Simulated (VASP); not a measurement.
# Cl: single point with LDA

Crystal: Cl.

```xyz
2
Lattice="3.3996 0.0000 0.0000 -1.6998 2.9441 0.0000 0.0000 0.0000 3.8938" Properties=species:S:1:pos:R:3 pbc="T T T"
Cl    0.0000    1.9627    0.9735
Cl    1.6998    0.9814    2.9204
```

```yaml
Program: VASP 6.6.1
Task: single point
Functional: LDA
Potentials_or_basis: VASP PAW LDA potentials, release 64 (Cl)
Cutoff: 520 eV
k_mesh: 15 × 15 × 8
Occupations: fermi-dirac, width 0.1 eV
Spin: no spin polarisation
Dipole_correction: no
Further_INCAR_settings: ALGO = Normal; EDIFF = 1e-06; NBANDS = 14
```

| Item | Value |
| --- | --- |
| Pressure | 0.0 GPa |
| Band gap on the k mesh | zero (band 7 reaches 4.09 eV, above the bottom of band 8 at 1.93 eV) |

Levels at points of the mesh, in eV from the Fermi level:
```
           k point  band 4  band 5  band 6  band 7  band 8  band 9  band 10  band 11
(0.00, 0.00, 0.00)   -2.20   -2.20   -0.13   -0.13    1.19    6.78     8.72    11.87
(0.00, 0.00, 0.50)   -2.11   -1.17   -1.17   -1.17   -1.17   10.06    10.06    10.81
```

Run time: 52 s on 1 thread of Intel(R) Xeon(R) Platinum 8259CL CPU @ 2.50GHz (Skylake/Cascade Lake) (shared host), peak memory 0.17 GiB.
